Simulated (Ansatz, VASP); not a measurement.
**Two plane-wave programs on SnTe**

```
CELL_PARAMETERS angstrom
0.00000 3.16699 3.16699
3.16699 0.00000 3.16699
3.16699 3.16699 0.00000
ATOMIC_POSITIONS crystal
Sn 0.00000 0.00000 0.00000
Te 0.50000 0.50000 0.50000
```

Change from the starting cell: volume scaled by 1.01, PAW files.

Alike in both runs: task electric field gradients; functional LDA; k mesh 11 × 11 × 11; occupations fermi-dirac, width 0.08 eV; no spin polarisation.

```csv
,VASP,Ansatz
version,VASP 6.6.1,Ansatz 0.2.0
potentials or method,"VASP PAW LDA potentials, release 64 (Sn_d, Te)","PAW with Ansatz's default frozen-core files, scalar-relativistic"
plane-wave cutoff (eV),520,420
valence electrons in the cell,20,30
```

|  | VASP | Ansatz | Ansatz less VASP |
| --- | --- | --- | --- |
| pressure (GPa) | -2.1 | -2.1 | -0.05 |

LDA's correlation is that of Perdew and Zunger in VASP and of Perdew and Wang (1992) in Ansatz. VASP's potentials hold 20 valence electrons a cell and Ansatz's 30, so a difference there can come from the potentials and not from the codes.

Spin-orbit coupling is off throughout.
